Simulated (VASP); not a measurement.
# TiSi2 (P1) in VASP: notebook

The runs below take TiSi2 through single point, with PBEsol.

Everything below comes from runs of VASP 6.6.1. Logs are shortened: lines on timing, memory, paths and dates and some standing lists are left out, and cuts for length are marked.

## 1. The cell of the first run

The typed cell holds 24 atoms: a = 4.892 Å, b = 8.430 Å, c = 8.728 Å, α = 90.00°, β = 90.00°, γ = 90.00°.

## 2. Single point, PBEsol

INCAR

```
SYSTEM = TiSi2
PREC     = Accurate       ! precision mode
ENCUT    = 520            ! plane-wave cutoff, eV
EDIFF    = 1E-6           ! SCF threshold, eV
ISMEAR   = -1             ! smearing method
SIGMA    = 0.17           ! smearing width, eV
LREAL    = Auto         
LASPH    = .TRUE.         ! aspherical terms in the spheres
NELM     = 100            ! most SCF steps
ALGO     = Normal         ! electronic algorithm
ISIF     = 2              ! what is computed and relaxed
LWAVE    = .FALSE.        ! write WAVECAR
LCHARG   = .TRUE.         ! write CHGCAR
GGA      = PS             ! functional
LELF     = .TRUE.         ! ELF
LVHAR    = .TRUE.       
NBANDS   = 98             ! bands
```

KPOINTS

```
Automatic mesh
0
G
  3 2 2
  0 0 0
```

POSCAR

```
TiSi2
1.0
    4.8921870000      0.0000000000      0.0000000000
    0.0000000000      8.4300320000      0.0000000000
    0.0000000000      0.0000000000      8.7276810000
Ti Si
8 16
Direct
    0.5393089021      0.4982780611      0.5254087541
    0.7823086076      0.7335796590      0.7563292013
    0.0225257129      0.0046619040      0.5217308011
    0.3206745776      0.2067133316      0.7891557906
    0.0509792451      0.4908166422      0.0293090456
    0.2996410399      0.7388702676      0.2533433566
    0.5604650844      0.0006642917      0.0005728899
    0.7823086076      0.2425139074      0.2671843758
    0.4950342250      0.8142673717      0.5141457393
    0.5072986785      0.1700705288      0.5263024622
    0.2360702892      0.0700234590      0.2329943086
    0.2632769352      0.4122167033      0.2983037533
    0.0448470183      0.3291327957      0.5404528419
    0.0249172814      0.6659168079      0.5086459966
    0.7234596715      0.5496894911      0.2693155261
    0.8198787168      0.8770429341      0.2732570084
    0.0347492849      0.8675767779      0.0078027600
    0.0081967431      0.1768557937      0.0128900220
    0.8281367822      0.0792049188      0.7657589685
    0.7687359457      0.4137943960      0.7993532303
    0.5368560114      0.3393700048      0.0300308868
    0.5842785650      0.6654423139      0.0063934509
    0.2524228939      0.5645292924      0.7691390187
    0.2967588933      0.8892730182      0.7694712948
```

Potentials or basis: VASP PAW PBE potentials, release 64 (Ti_sv, Si).

Command:

```console
> cat potpaw_PBE.64/Ti_sv/POTCAR potpaw_PBE.64/Si/POTCAR > POTCAR
> mpirun -np 1 vasp_std > vasp.out
```

OUTCAR:

```text
SYSTEM = TiSi2
   PREC = Accurate
   ENCUT = 520
   EDIFF = 1E-6
   ISMEAR = -1
   LREAL = Auto
   LASPH = .TRUE.
   NELM = 100
   ISIF = 2
   GGA = PS

 ion  position               nearest neighbor table
   1  0.539  0.498  0.525-  15 2.45  12 2.51  23 2.61   9 2.67  20 2.74  14 2.77  10 2.77  13 2.81
                            13 2.86  14 2.89
   2  0.782  0.734  0.756-  22 2.46  14 2.53   9 2.63  23 2.71  24 2.72  20 2.72  17 2.76  24 2.84
                            19 2.92  23 2.96
   3  0.023  0.005  0.522-  19 2.42  16 2.62  24 2.72  13 2.74  10 2.75  11 2.78   9 2.81  14 2.86
                            10 2.88
   4  0.321  0.207  0.789-  10 2.49  18 2.49  21 2.61  19 2.65  24 2.68  19 2.71  13 2.76   7 2.79
                            20 2.80
   5  0.051  0.491  0.029-  20 2.52  23 2.55  12 2.65  18 2.66  15 2.68  21 2.70  22 2.72  21 2.82
                            22 3.00
   6  0.300  0.739  0.253-   9 2.55  15 2.62  16 2.63  22 2.64  14 2.67  17 2.73  12 2.79  16 2.80
                            11 2.81
   7  0.560  0.001  0.001-  19 2.52  24 2.57  17 2.58  11 2.64  18 2.65   4 2.79  17 2.81  22 2.83
                            21 2.87  16 2.89
   8  0.782  0.243  0.267-  21 2.53  18 2.54  15 2.61  11 2.67  10 2.70  12 2.77  13 2.81  12 2.93
[... 19 lines left out ...]
  18  0.008  0.177  0.013-  11 2.40  19 2.47   4 2.49   8 2.54  17 2.61   7 2.65   5 2.66  21 2.69
                            21 2.93  20 2.97
  19  0.828  0.079  0.766-   3 2.42  18 2.47   7 2.52   4 2.65   4 2.71  10 2.72  24 2.80  20 2.85
                             2 2.92  17 2.94  24 3.05  13 3.07
  20  0.769  0.414  0.799-  21 2.39   5 2.52  23 2.70   2 2.72  13 2.73   1 2.74   4 2.80  23 2.84
                            19 2.85  22 2.93  18 2.97
  21  0.537  0.339  0.030-  20 2.39   8 2.53   4 2.61  18 2.69   5 2.70  12 2.77  22 2.77   5 2.82
                             7 2.87  15 2.89  18 2.93
  22  0.584  0.665  0.006-   2 2.46  15 2.58   6 2.64   5 2.72  23 2.77  21 2.77  17 2.79   7 2.83
                            20 2.93   5 3.00  24 3.13
  23  0.252  0.565  0.769-   5 2.55   1 2.61  14 2.67  20 2.70   2 2.71  24 2.75  22 2.77  20 2.84
                             2 2.96  13 2.99
  24  0.297  0.889  0.769-  17 2.45   9 2.51   7 2.57   4 2.68   2 2.72   3 2.72  23 2.75  19 2.80
                             2 2.84  19 3.05  22 3.13

  LATTYP: Found a simple orthorhombic cell.
 ALAT       =     4.8921870000
 B/A-ratio  =     1.7231622585
 C/A-ratio  =     1.7840039639

  Lattice vectors:

 A1 = (   4.8921870000,   0.0000000000,   0.0000000000)
 A2 = (   0.0000000000,   8.4300320000,   0.0000000000)
 A3 = (   0.0000000000,   0.0000000000,   8.7276810000)

Analysis of symmetry for initial positions (statically):
=====================================================================
 Subroutine PRICEL returns:
[... 159 lines left out ...]
   TEBEG  =    0.0;   TEEND  =   0.0 temperature during run
   PSTRESS=    0.0 pullay stress
   NELECT =     160.0000    total number of electrons
   NUPDOWN=      -1.0000    fix difference up-down
   EMIN   =  10.00;   EMAX   =-10.00  energy-range for DOS
   EFERMI =   0.00;   METHOD = LEGACY
   ISMEAR =    -1;   SIGMA  =   0.17  broadening in eV -4-tet -1-fermi 0-gaus
   EFERMI_NEDOS =   21; number of points for ismear=-14 and -15
   IALGO  =     38    algorithm
   IMIX   =      4    mixing-type and parameters
     AMIX     =   0.40;   BMIX     =  1.00
     AMIX_MAG =   1.60;   BMIX_MAG =  1.00
  volume/ion in A,a.u.               =      15.00       101.21
  Fermi-wavevector in a.u.,A,eV,Ry     =   1.249408  2.361040 21.238987  1.561022
  Thomas-Fermi vector in A             =   2.383450
   LORBIT       =      0    0 simple, 1 ext, 2 COOP (PROOUT), +10 PAW based schemes
   GGA     = PS    functional components
   LHFCALC =     F    Hartree Fock is set to
   AEXX    =    0.0000 exact exchange contribution
   IVDW    =     0    specifies the selected vdW correction
   LEPSILON=     F    determine dielectric tensor
   LRPA    =     F    only Hartree local field effects (RPA)
 non-spin polarized calculation
  energy-cutoff  :      520.00
  volume of cell :      359.94
 maximum number of plane-waves:      9724
   NGX = 19   NGY = 31   NGZ = 33

 number of electron     159.9999995 magnetization

 Free energy of the ion-electron system (eV)
  ---------------------------------------------------
  ext. energy  EPLUGINS =         0.00000000
  ---------------------------------------------------
  free energy    TOTEN  =      -170.82649311 eV

  energy without entropy =     -169.76380985  energy(sigma->0) =     -170.29515148

 E-fermi :   9.3198     XC(G=0): -11.4925

 val. band max:        9.3164390201   @ k =   0.0000   0.5000   0.5000
 cond. band min:       9.3515595679   @ k =   0.3333   0.5000   0.5000
 fundamental gap:      0.0351205477
 Fermi energy:         9.3197647256

 k-point     1 :       0.0000    0.0000    0.0000
  band No.  band energies     occupation
      1     -46.9954      2.00000
      2     -46.9879      2.00000
      3     -46.9314      2.00000
      4     -46.9179      2.00000
      5     -46.8660      2.00000
      6     -46.8638      2.00000
[... 749 lines left out ...]
     91      11.1248      0.00005
     92      11.2332      0.00003
 [bands above 92 left out]

------------------------ aborting loop because EDIFF is reached ----------------------------------------

  FORCE on cell =-STRESS in cart. coord.  units (eV):
  Direction    XX          YY          ZZ          XY          YZ          ZX
  --------------------------------------------------------------------------------------
  -------------------------------------------------------------------------------------
  Total      -13.4298705    -15.3561081    -17.8333858     -0.4965387      1.3572423     -5.2117235
  in kB      -59.7793613    -68.3534761    -79.3803941     -2.2102051      6.0413894    -23.1985485
  external PRESSURE =     -69.1710772 kB  Pullay stress =       0.0000000 kB

 VOLUME and BASIS-vectors are now :
 -----------------------------------------------------------------------------
  energy-cutoff  :      520.00
  volume of cell :      359.94
      direct lattice vectors                 reciprocal lattice vectors
     4.892187000  0.000000000  0.000000000     0.204407558  0.000000000  0.000000000
     0.000000000  8.430032000  0.000000000     0.000000000  0.118623512  0.000000000
     0.000000000  0.000000000  8.727681000     0.000000000  0.000000000  0.114577973

 POSITION                                       TOTAL-FORCE (eV/Angst)
 -----------------------------------------------------------------------------------
      2.63840      4.20050      4.58560         0.028021     -0.612512      0.981485
      3.82720      6.18410      6.60100         0.389013      0.911692      0.203104
      0.11020      0.03930      4.55350         1.079123     -0.858854     -0.936222
      1.56880      1.74260      6.88750        -0.586545      2.220927     -0.997114
      0.24940      4.13760      0.25580        -0.240317      0.423832      0.435577
      1.46590      6.22870      2.21110        -0.352702      0.178145      0.374859
[... 16 lines left out ...]
      1.23490      4.75900      6.71280         0.705170      0.323963     -0.249134
      1.45180      7.49660      6.71570        -0.023861     -0.000917     -0.510534
 -----------------------------------------------------------------------------------
    total drift:                                0.033283      0.019228     -0.003669

  FREE ENERGIE OF THE ION-ELECTRON SYSTEM (eV)
  ---------------------------------------------------
  free  energy   TOTEN  =      -170.8264931136 eV

  energy  without entropy=     -169.7638098539  energy(sigma->0) =     -170.29515148
```

Wall time 6.1 min (1 thread of Intel Xeon Platinum 8488C (Sapphire Rapids), shared host); peak memory 0.47 GiB.

Results:

```
Free energy            : -170.8265 eV
Pressure               : -6.9 GPa
Largest force          : 2.504 eV/Å
Band gap on the k mesh : zero (band 80 reaches 9.60 eV, above the bottom of band 81 at 8.86 eV)
```

Forces on the atoms (eV/Å):
```
Ti   0.028 -0.613  0.981
Ti   0.389  0.912  0.203
Ti   1.079 -0.859 -0.936
Ti  -0.587  2.221 -0.997
Ti  -0.240  0.424  0.436
Ti  -0.353  0.178  0.375
Ti  -1.048 -0.465  1.420
Ti   0.057 -0.535  1.030
Si   0.787  0.772  0.155
Si   0.958 -0.657 -0.924
Si   1.039  0.060  1.265
Si  -0.369 -0.330 -1.002
Si  -0.560 -0.048  0.079
Si  -0.105 -0.389 -0.315
Si   1.511  0.913 -0.812
Si  -1.178  0.283 -0.332
Si   0.453 -1.221  0.247
Si   0.211 -0.051  0.147
Si  -1.129 -0.048  0.095
Si  -0.001 -0.192 -1.487
Si  -0.456 -0.543  0.372
Si  -1.168 -0.135  0.760
Si   0.705  0.324 -0.249
Si  -0.024 -0.001 -0.511
```

Stress tensor (GPa, compression positive):
```
-5.98 -0.22 -2.32
-0.22 -6.84  0.60
-2.32  0.60 -7.94
```

Caveat: the k points lie up to 0.43 Å⁻¹ apart; the PAW data sets were made with another functional, which shifts forces and pressure a little.

## 3. Single point, PBEsol

This run uses another cell than the first one, of 14.15 Å³/atom, 0.944 times its volume.

INCAR, as its differences from that of step 2:

```diff
@@ -8,3 +8,3 @@
 LASPH    = .TRUE.         ! aspherical terms in the spheres
-NELM     = 100            ! most SCF steps
+NELM     = 60             ! most SCF steps
 ALGO     = Normal         ! electronic algorithm
@@ -12,6 +12,4 @@
 LWAVE    = .FALSE.        ! write WAVECAR
-LCHARG   = .TRUE.         ! write CHGCAR
+LCHARG   = .FALSE.        ! write CHGCAR
 GGA      = PS             ! functional
-LELF     = .TRUE.         ! ELF
-LVHAR    = .TRUE.       
 NBANDS   = 98             ! bands
```

KPOINTS is that of step 2.

POSCAR

```
TiSi2
1.0
    4.7986320000      0.0000000000      0.0000000000
    0.0000000000      8.2688210000      0.0000000000
    0.0000000000      0.0000000000      8.5607770000
Ti Si
8 16
Direct
    0.5320683061      0.5066381289      0.5342856145
    0.7916422847      0.7273225530      0.7622205321
    0.0188803809      0.0087678763      0.5123950782
    0.3134434981      0.2207207049      0.7824172969
    0.0389277611      0.5146682943      0.0142744052
    0.3248634194      0.7744030255      0.2698353199
    0.5232116153     -0.0045351085      0.0063428822
    0.8183165536      0.2558889593      0.2685387086
    0.4916192782      0.8148078184      0.5219502856
    0.5518239365      0.1408302344      0.5215998501
    0.3439521930      0.0967973548      0.2668916618
    0.3012525236      0.4202533832      0.2957091395
    0.0325509437      0.3265036213      0.5362246908
   -0.0081064770      0.6516285695      0.5336898742
    0.8314452952      0.6098209164      0.2797876875
    0.8091681129      0.9385739515      0.2885485745
    0.0382192258      0.8521045503      0.0290861449
    0.0103362792      0.1700847074      0.0469349920
    0.7958309785      0.0325318446      0.7564033031
    0.8314869738      0.4029111284      0.7806183948
    0.5008302366      0.3698834453      0.0174633681
    0.5683078011      0.6759367508      0.0349851421
    0.3566433100      0.5894915369      0.8006983478
    0.3038782720      0.8961011491      0.7661570906
```

Potentials or basis: VASP PAW PBE potentials, release 64 (Ti_sv, Si).

Command:

```console
> cat potpaw_PBE.64/Ti_sv/POTCAR potpaw_PBE.64/Si/POTCAR > POTCAR
> mpirun -np 1 vasp_std > vasp.out
```

Run time: 11 min. Hardware: 1 thread of Oxide Virtual Turin-like, shared host; peak memory 0.41 GiB.

The run converged. Its results:

```
Free energy            : -169.6963 eV
Pressure               : 2.5 GPa
Largest force          : 4.121 eV/Å
Band gap on the k mesh : zero (band 80 reaches 10.23 eV, above the bottom of band 81 at 9.50 eV)
```

Forces in eV/Å, atoms in the order of the input:
```
Ti   0.747 -1.224 -0.245
Ti   0.415  1.627  2.451
Ti   3.731 -0.804  1.552
Ti  -1.021  1.207 -0.733
Ti   0.087 -0.648  2.223
Ti  -2.051 -1.374 -0.563
Ti   1.348  0.903  1.348
Ti  -2.030  1.463  2.674
Si   1.230  0.906  1.111
Si  -0.560  1.200 -0.002
Si  -1.487  0.512  0.272
Si  -0.312 -0.099 -1.518
Si   0.470  0.108 -0.195
Si   2.698 -0.022 -1.765
Si  -0.778 -0.628 -0.433
Si  -1.198 -1.329 -2.774
Si  -0.141 -0.462 -0.703
Si   1.759 -0.631 -3.248
Si  -0.296  1.689  1.471
Si  -1.031 -0.392 -0.474
Si   1.482 -1.194  0.803
Si   0.103 -0.047  0.020
Si  -2.132 -0.963 -1.112
Si  -1.035  0.202 -0.162
```

Stress tensor (GPa, compression positive):
```
 1.09  0.38 -0.76
 0.38  0.93  5.09
-0.76  5.09  5.63
```

Levels at points of the mesh, in eV from the Fermi level:
```
           k point  band 77  band 78  band 79  band 80  band 81  band 82  band 83  band 84  band 85  band 86
(0.00, 0.00, 0.00)    -0.80    -0.73    -0.65    -0.55    -0.32     0.65     0.67     0.73     0.99     1.10
(0.00, 0.50, 0.00)    -0.94    -0.87    -0.63    -0.41    -0.29    -0.17     0.58     0.63     0.85     1.03
(0.00, 0.00, 0.50)    -0.89    -0.83    -0.67    -0.55    -0.46    -0.33     0.78     0.83     0.86     1.08
(0.00, 0.50, 0.50)    -0.81    -0.69    -0.55    -0.47    -0.42    -0.32    -0.20     0.03     0.73     0.85
```

Caveat: the k points lie up to 0.44 Å⁻¹ apart; the PAW data sets were made with another functional, which shifts forces and pressure a little.

[end of part 1 of 3]
